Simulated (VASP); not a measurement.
A run of VASP 6.6.1 is set up as follows.

INCAR

```
  ALGO = Normal
  EDIFF = 1E-6
  EDIFFG = -0.01
  ENCUT = 600
  GGA = PE
  IBRION = 2
  ISIF = 3
  ISMEAR = 0
  LASPH = T
  LCHARG = F
  LREAL = F
  LWAVE = F
  NELM = 100
  NSW = 100
  PREC = Accurate
  SIGMA = 0.1
```

The input KPOINTS:

```
k-points
0
Gamma
  12 12 12
```

POSCAR

```
MoH5
1.0
    3.1670791415      0.0000000000      0.0000000000
    0.0000000000      3.1670791415      0.0000000000
    0.0000000000      0.0000000000      3.2912395228
H Mo
5 1
Direct
    0.2149085135      0.5000000000      0.0000000000
    0.7850914865      0.5000000000      0.0000000000
    0.5000000000      0.2149085135      0.0000000000
    0.5000000000      0.7850914865      0.0000000000
    0.0000000000      0.0000000000      0.0000000000
    0.0000000000      0.0000000000      0.5000000000
```

Potentials or basis: VASP PAW PBE potentials, release 64 (H, Mo_sv).

Command:

```sh
$ cat potpaw_PBE.64/H/POTCAR potpaw_PBE.64/Mo_sv/POTCAR > POTCAR
$ mpirun -np 1 vasp_std > vasp.out
```

(1) What does it give for the band gap on the k mesh?

(2) Estimate the space group after relaxing (to 0.1 Å).

Answers

(1) zero (an odd number of electrons rules out a gap without spin polarisation).

(2) P4/mmm (No. 123).
